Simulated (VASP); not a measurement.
# Si62Sb (a cell with a defect) in VASP: a series of runs, part 2 of 2

VASP 6.6.1. The steps go on from the part before.

### 3 Single point, PBE, collinear spin, zero start

Input file INCAR:

```
SYSTEM = Si62Sb
PREC = Accurate ; ENCUT = 520
EDIFF = 1E-6 ; ISMEAR = 0
SIGMA = 0.05 ; LREAL = Auto
LASPH = .TRUE. ; NELM = 150
ALGO = Normal ; ISIF = 2
LWAVE = .FALSE. ; LCHARG = .FALSE.
ISPIN = 2 ; MAGMOM = 0 0 0 0 0 0 0 0 0 0 0 0 0 0 0 0 0 0 0 0 0 0 0 0 0 0 0 0 0 0 0 0 0 0 0 0 0 0 0 0 0 0 0 0 0 0 0 0 0 0 0 0 0 0 0 0 0 0 0 0 0 0 0
LORBIT = 11 ; GGA = PE
NBANDS = 168
```

Input file KPOINTS:

```
Automatic mesh
0
G
  1 1 1
  0 0 0
```

Input file POSCAR:

```
Si62Sb
1.0
   10.8600000000      0.0000000000      0.0000000000
    0.0000000000     10.8600000000      0.0000000000
    0.0000000000      0.0000000000     10.8600000000
Si Sb
62 1
Direct
    0.4980976059      0.0006508287      0.0005697974
    0.6252085635      0.1245546041      0.1253394107
    0.7491128913      0.2516642726      0.0005684162
    0.8763464088      0.3740407919      0.1254764273
    0.7502795580     -0.0005160221      0.2504611418
    0.8753086556      0.1212112339      0.3783004604
   -0.0017849908      0.0009394107     -0.0004333333
    0.1260807551      0.1253324125      0.1238256906
    0.2485067219      0.2525637201     -0.0017417127
    0.3748771639      0.3748922652      0.1246186924
    0.4972104052      0.5012638122     -0.0017383978
    0.6244410681      0.6236951197      0.1238224678
    0.7488309392      0.7515669429     -0.0004393186
    0.8746535912      0.8751191529      0.1246827808
    0.2508209945      0.0006499079      0.2478589319
    0.3755977901      0.1245536832      0.3749605893
    0.4997547882      0.2500114180      0.2495014733
    0.6252078269      0.3741768877      0.3749544199
    0.7491203499      0.4989505525      0.2478568140
    0.8742098527      0.6240466851      0.3730204420
    0.5007269797     -0.0005099448      0.5000283610
    0.6285506446      0.1212222836      0.6250711786
    0.7502740331      0.2490507366      0.5000232044
    0.8746495396      0.3748255064      0.6243875691
    0.7523055249     -0.0025326888      0.7547767035
    0.8742069061      0.1265041436      0.8754752302
   -0.0028456722      0.5026786372     -0.0031665746
    0.1235648250      0.6262009208      0.1217478821
    0.2470776243      0.7526094843     -0.0031759669
    0.3757146409      0.8734148250      0.1254709945
    0.0003001842      0.2482837937      0.2512384899
    0.1260793738      0.3756997238      0.3741855433
    0.2485068140      0.5012545120      0.2469464088
    0.3740549724      0.6236858195      0.3741864641
    0.5014736648      0.7494649171      0.2512338858
    0.6285499079      0.8744494475      0.3782953039
    0.0050104052     -0.0025463168      0.5020620626
    0.1257188766      0.1264970534      0.6239522099
    0.2508174033      0.2516566298      0.4988595764
    0.3757232965      0.3740351750      0.6260929098
    0.4980974217      0.4989455801      0.4988593923
    0.6232626151      0.6240433702      0.6239467772
    0.7523087477      0.7447485267      0.5020568140
    0.2498209024      0.0009325046      0.7479531308
    0.3740611418      0.1253271639      0.8758276243
    0.5014772560      0.2482837017      0.7500549724
    0.6244346225      0.3757012891      0.8758272560
    0.7488272560      0.4999408840      0.7479488029
    0.8686616022      0.6252104972      0.8742932781
   -0.0001172192      0.7498837937      0.2490828729
    0.1257181400      0.8755615101      0.3730186924
   -0.0017804788      0.4999549724      0.4985871087
    0.1245350829      0.6252355433      0.6184611418
    0.2498120626      0.7515569061      0.4985846225
    0.3749435543      0.8751194291      0.6243890424
   -0.0001182320      0.2504317680      0.7496296501
    0.1235676796      0.3777626151      0.8733139042
    0.2470956722      0.5026742173      0.7469069982
    0.3720077348      0.6261990792      0.8733168508
    0.4993351750      0.7498835175      0.7496282689
    0.6232606814      0.8755662983      0.8754679558
    0.1245280847      0.8810848987      0.8742691529
    0.9217420810      0.8280262431      0.6715135359
```

Potentials or basis: VASP PAW PBE potentials, release 64 (Si, Sb).

On the command line:

```bash
cat potpaw_PBE.64/Si/POTCAR potpaw_PBE.64/Sb/POTCAR > POTCAR
mpirun -np 1 vasp_gam > vasp.out
```

OUTCAR:

```text
SYSTEM = Si62Sb
   PREC = Accurate
   ENCUT = 520
   EDIFF = 1E-6
   ISMEAR = 0
   LREAL = Auto
   LASPH = .TRUE.
   NELM = 150
   ISIF = 2
   ISPIN = 2
   LORBIT = 11
   GGA = PE

 ion  position               nearest neighbor table
   1  0.498  0.001  0.001-  45 2.34  30 2.35  61 2.35   2 2.36
   2  0.625  0.125  0.125-  17 2.35   5 2.35   1 2.36   3 2.36
   3  0.749  0.252  0.001-  47 2.34   4 2.35  26 2.35   2 2.36
   4  0.876  0.374  0.125-  19 2.35   3 2.35  31 2.35  27 2.37
   5  0.750  0.999  0.250-  14 2.35   6 2.35  36 2.35   2 2.35
   6  0.875  0.121  0.378-   5 2.35  23 2.35  37 2.37  31 2.38
[... 54 lines left out ...]
  61  0.623  0.876  0.875-  25 2.33  13 2.34   1 2.35  60 2.35
  62  0.125  0.881  0.874-  44 2.33   7 2.33  29 2.34  63 3.17
  63  0.922  0.828  0.672-  25 2.75  37 2.75  43 2.76  62 3.17  53 3.17  49 3.17

  LATTYP: Found a simple cubic cell.
 ALAT       =    10.8600000000

  Lattice vectors:

 A1 = (  10.8600000000,   0.0000000000,   0.0000000000)
 A2 = (   0.0000000000,  10.8600000000,   0.0000000000)
 A3 = (   0.0000000000,   0.0000000000,  10.8600000000)

Analysis of symmetry for initial positions (statically):
=====================================================================
 Subroutine PRICEL returns:
 Original cell was already a primitive cell.

 Routine SETGRP: Setting up the symmetry group for a
 simple cubic supercell.

 Subroutine GETGRP returns: Found  1 space group operations
 (whereof  1 operations were pure point group operations)
 out of a pool of 48 trial point group operations.

The static configuration has the point symmetry C_1 .

Analysis of symmetry for dynamics (positions and initial velocities):
=====================================================================
 Subroutine PRICEL returns:
 Original cell was already a primitive cell.

 Routine SETGRP: Setting up the symmetry group for a
 simple cubic supercell.

 Subroutine GETGRP returns: Found  1 space group operations
 (whereof  1 operations were pure point group operations)
 out of a pool of 48 trial point group operations.

[... 413 lines left out ...]

 spin component 2

 k-point     1 :       0.0000    0.0000    0.0000
  band No.  band energies     occupation
      1      -6.1371      1.00000
      2      -5.0840      1.00000
      3      -5.0836      1.00000
      4      -5.0686      1.00000
      5      -5.0686      1.00000
      6      -5.0572      1.00000
[... 130 lines left out ...]
    137       7.0226      0.00000
    138       7.0227      0.00000
 [bands above 138 left out]

------------------------ aborting loop because EDIFF is reached ----------------------------------------

  FORCE on cell =-STRESS in cart. coord.  units (eV):
  Direction    XX          YY          ZZ          XY          YZ          ZX
  --------------------------------------------------------------------------------------
  -------------------------------------------------------------------------------------
  Total       18.5369055     18.5320026     18.5305985      1.6765018      1.6847834     -1.6869764
  in kB       23.1877358     23.1816028     23.1798464      2.0971290      2.1074884     -2.1102316
  external PRESSURE =      23.1830617 kB  Pullay stress =       0.0000000 kB

 VOLUME and BASIS-vectors are now :
 -----------------------------------------------------------------------------
  energy-cutoff  :      520.00
  volume of cell :     1280.82
      direct lattice vectors                 reciprocal lattice vectors
    10.860000000  0.000000000  0.000000000     0.092081031  0.000000000  0.000000000
     0.000000000 10.860000000  0.000000000     0.000000000  0.092081031  0.000000000
     0.000000000  0.000000000 10.860000000     0.000000000  0.000000000  0.092081031

 POSITION                                       TOTAL-FORCE (eV/Angst)
 -----------------------------------------------------------------------------------
      5.40934      0.00707      0.00619         0.002374     -0.017468      0.001686
      6.78976      1.35266      1.36119        -0.003605      0.004098     -0.008255
      8.13537      2.73307      0.00617         0.018333     -0.002257      0.001053
      9.51712      4.06208      1.36267        -0.003467     -0.001119      0.001651
      8.14804     10.85440      2.72001         0.007334     -0.008317      0.006668
      9.50585      1.31635      4.10834        -0.010835      0.003761     -0.002632
[... 55 lines left out ...]
      1.35237      9.56858      9.49456         0.019808      0.008192      0.020576
     10.01012      8.99237      7.29264        -0.065895      0.065229     -0.064462
 -----------------------------------------------------------------------------------
    total drift:                               -0.002328     -0.000749     -0.004248

  FREE ENERGIE OF THE ION-ELECTRON SYSTEM (eV)
  ---------------------------------------------------
  free  energy   TOTEN  =      -330.8794526717 eV

  energy  without entropy=     -330.8345375198  energy(sigma->0) =     -330.85699510

 total charge

# of ion       s       p       d       tot
------------------------------------------
    1        0.741   0.957   0.000   1.698
    2        0.740   0.955   0.000   1.695
    3        0.741   0.957   0.000   1.698
    4        0.743   0.945   0.000   1.688
    5        0.738   0.960   0.000   1.698
    6        0.740   0.949   0.000   1.689
[... 55 lines left out ...]
   62        0.770   0.890   0.000   1.660
   63        1.258   1.111   0.038   2.407
--------------------------------------------------
tot         47.310  59.967   0.038 107.315

 magnetization (x)

# of ion       s       p       d       tot
------------------------------------------
    1        0.000   0.000   0.000   0.000
    2        0.000   0.000   0.000   0.000
    3       -0.000   0.000   0.000   0.000
    4       -0.000  -0.000   0.000  -0.000
    5        0.000   0.000   0.000   0.000
    6       -0.000  -0.000   0.000  -0.000
[... 55 lines left out ...]
   62        0.001   0.004   0.000   0.005
   63        0.000  -0.000   0.000   0.000
--------------------------------------------------
tot          0.001   0.005   0.000   0.006
```

OSZICAR:

```text
N       E                     dE             d eps       ncg     rms          rms(c)
DAV:   1     0.128563320211E+04    0.12856E+04   -0.10903E+05   672   0.132E+03
DAV:   2    -0.164249167281E+03   -0.14499E+04   -0.13609E+04   864   0.213E+02
[... 11 lines left out ...]
DAV:  14    -0.330879677612E+03   -0.15069E-03   -0.19674E-04   784   0.178E-02    0.641E-02
DAV:  15    -0.330879488345E+03    0.18927E-03   -0.33091E-04   752   0.231E-02    0.408E-02
DAV:  16    -0.330879431360E+03    0.56985E-04   -0.24383E-04   800   0.199E-02    0.249E-02
DAV:  17    -0.330879449722E+03   -0.18362E-04   -0.40796E-05   768   0.859E-03    0.238E-02
DAV:  18    -0.330879452374E+03   -0.26525E-05   -0.16355E-06   584   0.221E-03    0.237E-02
DAV:  19    -0.330879452672E+03   -0.29740E-06   -0.85319E-08   432   0.629E-04
   1 F= -.33087945E+03 E0= -.33085700E+03  d E =-.449152E-01  mag=     0.0055
```

It took 8.3 min on 1 thread of Intel Xeon 6975P-C (Granite Rapids), shared host; peak memory 1.5 GiB.

What came out:

```yaml
Free_energy: -330.8795 eV
Pressure: 2.3 GPa
Largest_force: 0.113 eV/Å
Net_moment: 0.01 μB per cell
Valence_electrons_inside_the_program's_atomic_spheres: Si 1.70, 1.69, 1.67, 1.66 (each value once); Sb 2.41
```

Forces in eV/Å, atoms in the order of the input:
```
Si   0.002 -0.017  0.002
Si  -0.004  0.004 -0.008
Si   0.018 -0.002  0.001
Si  -0.003 -0.001  0.002
Si   0.007 -0.008  0.007
Si  -0.011  0.004 -0.003
Si  -0.002 -0.004 -0.005
Si  -0.006 -0.010 -0.006
Si   0.002 -0.005  0.003
Si  -0.009  0.011 -0.006
Si   0.003 -0.002  0.002
Si   0.011  0.006 -0.006
Si   0.005  0.002 -0.005
Si   0.007 -0.005  0.009
Si   0.002 -0.017  0.001
Si  -0.009  0.004 -0.002
Si   0.011 -0.013  0.010
Si  -0.003  0.007 -0.002
Si   0.018 -0.002  0.001
Si  -0.004 -0.002  0.003
Si   0.007 -0.007  0.007
Si  -0.003  0.004 -0.011
Si   0.008 -0.006  0.007
Si   0.005 -0.005  0.006
Si  -0.023  0.024  0.013
Si  -0.004 -0.003  0.002
Si   0.012 -0.005  0.002
Si  -0.003  0.004 -0.003
Si   0.002 -0.014  0.002
Si   0.001  0.004  0.001
Si   0.007 -0.010  0.009
Si  -0.006  0.006  0.010
Si   0.002 -0.002  0.003
Si  -0.004  0.006  0.010
Si   0.009 -0.008  0.009
Si  -0.003  0.012 -0.003
Si   0.013  0.025 -0.024
Si   0.001 -0.002 -0.004
Si   0.001 -0.002  0.019
Si   0.002 -0.001 -0.004
Si   0.002 -0.002  0.018
Si   0.002 -0.001 -0.004
Si  -0.024 -0.013 -0.025
Si  -0.005 -0.003 -0.004
Si  -0.007 -0.009 -0.006
Si   0.010 -0.010  0.007
Si   0.008  0.007 -0.006
Si   0.003  0.005 -0.004
Si  -0.008 -0.020  0.019
Si  -0.004  0.003 -0.002
Si   0.002  0.004  0.003
Si  -0.004  0.005  0.005
Si   0.019 -0.019 -0.009
Si  -0.005  0.002  0.005
Si   0.006 -0.005  0.007
Si  -0.005  0.002 -0.006
Si  -0.003  0.002 -0.003
Si   0.003 -0.005  0.011
Si  -0.003  0.003 -0.004
Si  -0.003  0.004 -0.005
Si   0.002  0.004  0.001
Si   0.020  0.008  0.021
Sb  -0.066  0.065 -0.064
```

Levels at points of the mesh, in eV from the Fermi level:
Spin up:
| k point | band 123 | band 124 | band 125 | band 126 | band 127 | band 128 | band 129 | band 130 |
| --- | --- | --- | --- | --- | --- | --- | --- | --- |
| (0.00, 0.00, 0.00) | -0.96 | -0.96 | -0.86 | -0.16 | 0.02 | 0.03 | 0.12 | 0.12 |
Spin down:
```csv
k point,band 122,band 123,band 124,band 125,band 126,band 127,band 128,band 129,band 130,band 131
"(0.00, 0.00, 0.00)",-1.59,-0.96,-0.96,-0.86,-0.16,0.02,0.03,0.12,0.12,0.18
```

Caveat: the k points lie up to 0.58 Å⁻¹ apart; no moment was typed at the start, so none could form; spin-orbit coupling is left out, which moves the levels of the heavy elements.
